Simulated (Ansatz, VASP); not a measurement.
## Sn in VASP and in Ansatz

```
Sn
1.0
    -2.91964    2.91964    1.59380
     2.91964   -2.91964    1.59380
     2.91964    2.91964   -1.59380
Sn
2
Direct
  0.00000 0.00000 0.00000
  0.75000 0.25000 0.50000
```

Alike in both runs: task single point; functional PBE; k mesh 10 × 10 × 10; occupations fermi-dirac, width 0.1 eV; no spin polarisation.

```csv
,VASP,Ansatz
version,VASP 6.6.1,Ansatz 0.2.0
potentials or method,"VASP PAW PBE potentials, release 64 (Sn_d), cutoff 520 eV","plane waves, PAW"
valence electrons in the cell,28,28
```

|  | VASP | Ansatz | Ansatz less VASP |
| --- | --- | --- | --- |
| pressure (GPa) | 2.4 | 2.4 | +0.05 |
| traceless stress, the component that is largest in VASP (GPa) | -0.67 | -0.68 | -0.008 |

With one functional, cell and mesh, what is left measures potentials, basis and numerics.
